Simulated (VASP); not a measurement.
# Re: single point with LDA

Re:

```
Re
1.0
    -1.48780    1.48780    1.48780
     1.48780   -1.48780    1.48780
     1.48780    1.48780   -1.48780
Re
1
Cartesian
  0.0000 0.0000 0.0000
```

This isn't the form of Re at room conditions, which is hcp.

| Quantity | Value |
| --- | --- |
| Program | VASP 6.6.1 |
| Task | single point |
| Functional | LDA |
| Potentials or basis | VASP PAW LDA potentials, release 64 (Re) |
| Cutoff | 600 eV |
| k mesh | 10 × 10 × 10 |
| Occupations | gaussian, width 0.05 eV |
| Spin | no spin polarisation |

```
Pressure               : 48.1 GPa
Band gap on the k mesh : zero (an odd number of electrons rules out a gap without spin polarisation)
```

Levels at points of the mesh, in eV from the Fermi level:
```
           k point  band 1  band 2  band 3  band 4  band 5  band 6  band 7
(0.00, 0.00, 0.00)  -11.45   -3.04   -3.04   -3.04    0.94    0.94   15.90
(0.50, 0.00, 0.00)   -8.42   -5.69    0.48    0.90    1.94    5.55   12.05
(0.50, 0.50, 0.50)   -8.25   -8.25    4.38    4.38    4.38    9.02    9.02
```

It took 3.8 s on 1 thread of Intel(R) Xeon(R) 6975P-C (Granite Rapids), on a shared host, peak memory 0.13 GiB.

Caveat: the cell stands under pressure; spin-orbit coupling is left out, which moves the levels of the heavy elements.
